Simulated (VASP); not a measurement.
# NaI (I4_1/amd) in VASP: notebook

Aim: see how the results for NaI move with the level of theory and the settings. Levels: PBE, PBE+D3(BJ). Tasks: single point.

All numbers are computed with VASP 6.6.1; they aren't measurements. Logs are shortened: lines on timing, memory, paths and dates and some standing lists are left out, and cuts for length are marked.

**1. The cell of the first run**

It takes space group I4_1/amd (No. 141, tetragonal). Conventional cell: a = 4.429 Å, b = 4.429 Å, c = 16.728 Å, α = 90.00°, β = 90.00°, γ = 90.00°. Within 4.1 Å of Na (site symmetry -4m2) lie 4 I at 3.13 Å. Within 4.1 Å of I (site symmetry -4m2) lie 4 Na at 3.13 Å.

**2. Single point, PBE**

The input, INCAR:

```
PREC = Accurate
ENCUT = 520
EDIFF = 1E-6
ISMEAR = 0
SIGMA = 0.1
LREAL = F
LASPH = T
NELM = 100
ALGO = Normal
ISIF = 2
LWAVE = F
LCHARG = T
GGA = PE
LELF = T
LVHAR = T
NBANDS = 22
```

The input, KPOINTS:

```
regular mesh
0
Gamma
  2 2 2
```

The input, POSCAR:

```
NaI
1.0
   -2.2145135000      2.2145135000      8.3637720000
    2.2145135000     -2.2145135000      8.3637720000
    2.2145135000      2.2145135000     -8.3637720000
Na I
2 2
Direct
    0.2500000000      0.7500000000      0.5000000000
    0.5000000000      0.5000000000      0.0000000000
    0.7500000000      0.2500000000      0.5000000000
    0.0000000000      0.0000000000      0.0000000000
```

Potentials or basis: VASP PAW PBE potentials, release 64 (Na_pv, I).

Run with:

```
> cat potpaw_PBE.64/Na_pv/POTCAR potpaw_PBE.64/I/POTCAR > POTCAR
> mpirun -np 1 vasp_std > vasp.out
```

OUTCAR:

```text
PREC = Accurate
   ENCUT = 520
   EDIFF = 1E-6
   ISMEAR = 0
   LREAL = F
   LASPH = T
   NELM = 100
   ISIF = 2
   GGA = PE

 ion  position               nearest neighbor table
   1  0.250  0.750  0.500-   3 3.13   3 3.13   3 3.13   3 3.13
   2  0.500  0.500  0.000-   4 3.13   4 3.13   4 3.13   4 3.13
   3  0.750  0.250  0.500-   1 3.13   1 3.13   1 3.13   1 3.13
   4  0.000  0.000  0.000-   2 3.13   2 3.13   2 3.13   2 3.13

  LATTYP: Found a body centered tetragonal cell.
 ALAT       =     4.4290270000
 C/A-ratio  =     3.7767988319

  Lattice vectors:

 A1 = (  -2.2145135000,   2.2145135000,   8.3637720000)
 A2 = (   2.2145135000,  -2.2145135000,   8.3637720000)
 A3 = (   2.2145135000,   2.2145135000,  -8.3637720000)

Analysis of symmetry for initial positions (statically):
=====================================================================
 Subroutine PRICEL returns:
 Original cell was already a primitive cell.

 Routine SETGRP: Setting up the symmetry group for a
 body centered tetragonal supercell.

 Subroutine GETGRP returns: Found 16 space group operations
 (whereof  8 operations were pure point group operations)
 out of a pool of 16 trial point group operations.

The static configuration has the point symmetry D_2d.
 The point group associated with its full space group is D_4h.

Analysis of symmetry for dynamics (positions and initial velocities):
=====================================================================
 Subroutine PRICEL returns:
 Original cell was already a primitive cell.

 Routine SETGRP: Setting up the symmetry group for a
 body centered tetragonal supercell.

 Subroutine GETGRP returns: Found 16 space group operations
 (whereof  8 operations were pure point group operations)
 out of a pool of 16 trial point group operations.

The dynamic configuration has the point symmetry D_2d.
 The point group associated with its full space group is D_4h.

 Subroutine INISYM returns: Found 16 space group operations
 (whereof  8 operations are pure point group operations),
 and found     1 'primitive' translations

----------------------------------------------------------------------------------------

                                     Primitive cell

  volume of cell :     164.0661

  direct lattice vectors                    reciprocal lattice vectors
    -2.214513500  2.214513500  8.363772000     0.000000000  0.225783225  0.059781639
     2.214513500 -2.214513500  8.363772000     0.225783225  0.000000000  0.059781639
     2.214513500  2.214513500 -8.363772000     0.225783225  0.225783225  0.000000000

  length of vectors
     8.930891453  8.930891453  8.930891453     0.233563501  0.233563501  0.319305699

  position of ions in fractional coordinates (direct lattice)
     0.250000000  0.750000000  0.500000000
     0.500000000  0.500000000  0.000000000
     0.750000000  0.250000000  0.500000000
     0.000000000  0.000000000  0.000000000

  ion indices of the primitive-cell ions
   primitive index   ion index
                 1           1
                 2           2
                 3           3
                 4           4

----------------------------------------------------------------------------------------

 KPOINTS: regular mesh

Automatic generation of k-mesh.
 Grid dimensions read from file:
 generate k-points for:    2    2    2

 Generating k-lattice:

  Cartesian coordinates                     Fractional coordinates (reciprocal lattice)
     0.000000000  0.112891613  0.029890820     0.500000000  0.000000000  0.000000000
     0.112891613  0.000000000  0.029890820     0.000000000  0.500000000  0.000000000
     0.112891613  0.112891613  0.000000000     0.000000000  0.000000000  0.500000000

  Length of vectors
     0.116781751  0.116781751  0.159652850

  Shift w.r.t. Gamma in fractional coordinates (k-lattice)
     0.000000000  0.000000000  0.000000000

 Subroutine IBZKPT returns following result:
 ===========================================

 Found      4 irreducible k-points:

 Following reciprocal coordinates:
            Coordinates               Weight
  0.000000  0.000000  0.000000      1.000000
  0.500000  0.000000 -0.000000      4.000000
  0.500000  0.500000 -0.000000      2.000000
  0.500000  0.500000  0.500000      1.000000
   k-points           NKPTS =      4   k-points in BZ     NKDIM =      4   number of bands    NBANDS=     22
   number of dos      NEDOS =    301   number of ions     NIONS =      4
   total plane-waves  NPLWV = 343000
   dimension x,y,z NGX =    70 NGY =   70 NGZ =   70
   dimension x,y,z NGXF=   140 NGYF=  140 NGZF=  140
   ions per type =               2   2
   NGX,Y,Z   is equivalent  to a cutoff of  13.03, 13.03, 13.03 a.u.
   NGXF,Y,Z  is equivalent  to a cutoff of  26.06, 26.06, 26.06 a.u.
 SYSTEM =  unknown system
   PREC   = accura    normal or accurate (medium, high low for compatibility)
   ISTART =      0    job   : 0-new  1-cont  2-samecut
   ICHARG =      2    charge: 1-file 2-atom 10-const
   ISPIN  =      1    spin polarized calculation?
   LNONCOLLINEAR =      F non collinear calculations
   LSORBIT =      F    spin-orbit coupling
   LASPH  =      T    aspherical Exc in radial PAW
   ENCUT  =  520.0 eV  38.22 Ry    6.18 a.u.  16.61 16.61 16.61*2*pi/ulx,y,z
   NELM   =    100;   NELMIN=  2; NELMDL= -5     # of ELM steps
   EDIFF  = 0.1E-05   stopping-criterion for ELM
   LREAL  =      F    real-space projection
   EDIFFG = 0.1E-04   stopping-criterion for IOM
   NSW    =      0    number of steps for IOM
   IBRION =     -1    ionic relax: 0-MD 1-quasi-New 2-CG
   NFREE  =      0    steps in history (QN), initial steepest desc. (CG)
   ISIF   =      2    stress and relaxation
   ISYM   =      2    0-nonsym 1-usesym 2-fastsym
   POTIM  = 0.5000    time-step for ionic-motion
   TEBEG  =    0.0;   TEEND  =   0.0 temperature during run
   PSTRESS=    0.0 pullay stress
   NELECT =      28.0000    total number of electrons
   NUPDOWN=      -1.0000    fix difference up-down
   EMIN   =  10.00;   EMAX   =-10.00  energy-range for DOS
   EFERMI =   0.00;   METHOD = LEGACY
   ISMEAR =     0;   SIGMA  =   0.10  broadening in eV -4-tet -1-fermi 0-gaus
   EFERMI_NEDOS =   21; number of points for ismear=-14 and -15
   IALGO  =     38    algorithm
   IMIX   =      4    mixing-type and parameters
     AMIX     =   0.40;   BMIX     =  1.00
     AMIX_MAG =   1.60;   BMIX_MAG =  1.00
  volume/ion in A,a.u.               =      41.02       276.79
  Fermi-wavevector in a.u.,A,eV,Ry     =   0.908074  1.716011 11.219342  0.824598
  Thomas-Fermi vector in A             =   2.031957
   LORBIT       =      0    0 simple, 1 ext, 2 COOP (PROOUT), +10 PAW based schemes
   GGA     = PE    functional components
   LHFCALC =     F    Hartree Fock is set to
   AEXX    =    0.0000 exact exchange contribution
   IVDW    =     0    specifies the selected vdW correction
   LEPSILON=     F    determine dielectric tensor
   LRPA    =     F    only Hartree local field effects (RPA)
 non-spin polarized calculation
 Gauss-broadening in eV      SIGMA  =   0.10
  energy-cutoff  :      520.00
  volume of cell :      164.07
 maximum number of plane-waves:      4428
 NGX is ok and might be reduce to    70
   NGX = 33   NGY = 33   NGZ = 33

 number of electron      28.0000003 magnetization

 Free energy of the ion-electron system (eV)
  ---------------------------------------------------
  ext. energy  EPLUGINS =         0.00000000
  ---------------------------------------------------
  free energy    TOTEN  =        -9.82928292 eV

  energy without entropy =       -9.82928292  energy(sigma->0) =       -9.82928292

 E-fermi :   0.4519     XC(G=0):  -6.8042

 val. band max:       -0.0897967874   @ k =   0.0000   0.0000   0.0000
 cond. band min:       2.9706002658   @ k =   0.0000   0.0000   0.0000
 fundamental gap:      3.0603970532
 Fermi energy:         0.4518586919

 k-point     1 :       0.0000    0.0000    0.0000
  band No.  band energies     occupation
      1     -23.1360      2.00000
      2     -23.1345      2.00000
      3     -23.0802      2.00000
      4     -23.0802      2.00000
      5     -23.0801      2.00000
      6     -23.0801      2.00000
      7     -10.9026      2.00000
      8     -10.7670      2.00000
      9      -1.5466      2.00000
     10      -0.3942      2.00000
     11      -0.3942      2.00000
     12      -0.3721      2.00000
     13      -0.3721      2.00000
     14      -0.0898      2.00000
     15       2.9706      0.00000
     16       4.6029      0.00000
     17       5.9141      0.00000
     18       6.2527      0.00000
     19       7.0477      0.00000
     20       7.3056      0.00000
     21       9.2875      0.00000
     22       9.2895      0.00000

 k-point     2 :       0.5000    0.0000   -0.0000
  band No.  band energies     occupation
      1     -23.1354      2.00000
      2     -23.1346      2.00000
      3     -23.0845      2.00000
      4     -23.0843      2.00000
      5     -23.0795      2.00000
      6     -23.0793      2.00000
      7     -10.6993      2.00000
      8     -10.6380      2.00000
      9      -2.1141      2.00000
     10      -1.9320      2.00000
     11      -0.8678      2.00000
     12      -0.2975      2.00000
     13      -0.2730      2.00000
     14      -0.1945      2.00000
     15       4.6188      0.00000
     16       5.1936      0.00000
     17       5.8738      0.00000
     18       6.7799      0.00000
     19       6.8064      0.00000
     20       7.7626      0.00000
     21       8.1709      0.00000
     22       8.2137      0.00000

 k-point     3 :       0.5000    0.5000   -0.0000
  band No.  band energies     occupation
      1     -23.1348      2.00000
      2     -23.1348      2.00000
      3     -23.0832      2.00000
      4     -23.0832      2.00000
      5     -23.0832      2.00000
      6     -23.0832      2.00000
      7     -10.5502      2.00000
      8     -10.5502      2.00000
      9      -1.6252      2.00000
     10      -1.6252      2.00000
     11      -1.5875      2.00000
     12      -1.5875      2.00000
     13      -0.3057      2.00000
     14      -0.3057      2.00000
     15       4.1251      0.00000
     16       4.1252      0.00000
     17       6.2391      0.00000
     18       6.2393      0.00000
     19       6.7796      0.00000
     20       6.7797      0.00000
     21       8.8445      0.00000
     22       8.8447      0.00000

 k-point     4 :       0.5000    0.5000    0.5000
  band No.  band energies     occupation
      1     -23.1353      2.00000
      2     -23.1353      2.00000
      3     -23.0803      2.00000
      4     -23.0803      2.00000
      5     -23.0801      2.00000
      6     -23.0801      2.00000
      7     -10.8361      2.00000
      8     -10.8361      2.00000
      9      -0.9396      2.00000
     10      -0.9396      2.00000
     11      -0.4856      2.00000
     12      -0.4856      2.00000
     13      -0.2741      2.00000
     14      -0.2741      2.00000
     15       3.9045      0.00000
     16       3.9045      0.00000
     17       6.2127      0.00000
     18       6.2127      0.00000
     19       6.9263      0.00000
     20       6.9263      0.00000
     21       8.4144      0.00000
     22       8.4144      0.00000

------------------------ aborting loop because EDIFF is reached ----------------------------------------

  FORCE on cell =-STRESS in cart. coord.  units (eV):
  Direction    XX          YY          ZZ          XY          YZ          ZX
  --------------------------------------------------------------------------------------
  -------------------------------------------------------------------------------------
  Total        1.6406996      1.6406996      0.0103766      0.0000000     -0.0000000      0.0000000
  in kB       16.0221504     16.0221504      0.1013324      0.0000000     -0.0000000      0.0000000
  external PRESSURE =      10.7152111 kB  Pullay stress =       0.0000000 kB

 VOLUME and BASIS-vectors are now :
 -----------------------------------------------------------------------------
  energy-cutoff  :      520.00
  volume of cell :      164.07
      direct lattice vectors                 reciprocal lattice vectors
    -2.214513500  2.214513500  8.363772000     0.000000000  0.225783225  0.059781639
     2.214513500 -2.214513500  8.363772000     0.225783225  0.000000000  0.059781639
     2.214513500  2.214513500 -8.363772000     0.225783225  0.225783225  0.000000000

 POSITION                                       TOTAL-FORCE (eV/Angst)
 -----------------------------------------------------------------------------------
      2.21451      0.00000      4.18189         0.000000     -0.000000      0.000000
      0.00000      0.00000      8.36377        -0.000000      0.000000     -0.000000
      0.00000      2.21451      4.18189        -0.000000     -0.000000      0.000000
      0.00000      0.00000      0.00000         0.000000     -0.000000     -0.000000
 -----------------------------------------------------------------------------------
    total drift:                                0.000000     -0.000000      0.000000

  FREE ENERGIE OF THE ION-ELECTRON SYSTEM (eV)
  ---------------------------------------------------
  free  energy   TOTEN  =        -9.8292829206 eV

  energy  without entropy=       -9.8292829206  energy(sigma->0) =       -9.82928292
```

Wall time 67 s (1 thread of AMD EPYC 7R13 (Zen 3), shared host); peak memory 0.58 GiB.

Results:

```
Free energy            : -9.8293 eV
Pressure               : 1.1 GPa
Band gap on the k mesh : 3.06 eV, direct
```

Stress tensor (GPa, compression positive):
```
1.60 0.00 0.00
0.00 1.60 0.00
0.00 0.00 0.01
```

Levels at points of the mesh, in eV from the valence-band top:
| k point | band 10 | band 11 | band 12 | band 13 | band 14 | band 15 | band 16 | band 17 | band 18 | band 19 |
| --- | --- | --- | --- | --- | --- | --- | --- | --- | --- | --- |
| (0.00, 0.00, 0.00) | -0.30 | -0.30 | -0.28 | -0.28 | 0.00 | 3.06 | 4.69 | 6.00 | 6.34 | 7.14 |
| (0.50, 0.00, 0.00) | -1.84 | -0.78 | -0.21 | -0.18 | -0.10 | 4.71 | 5.28 | 5.96 | 6.87 | 6.90 |
| (0.50, 0.50, 0.00) | -1.54 | -1.50 | -1.50 | -0.22 | -0.22 | 4.21 | 4.22 | 6.33 | 6.33 | 6.87 |
| (0.50, 0.50, 0.50) | -0.85 | -0.40 | -0.40 | -0.18 | -0.18 | 3.99 | 3.99 | 6.30 | 6.30 | 7.02 |

Caveat: the k points lie up to 1.00 Å⁻¹ apart; spin-orbit coupling is left out, which moves the levels of the heavy elements.

(Part 1 of 2 ends here.)
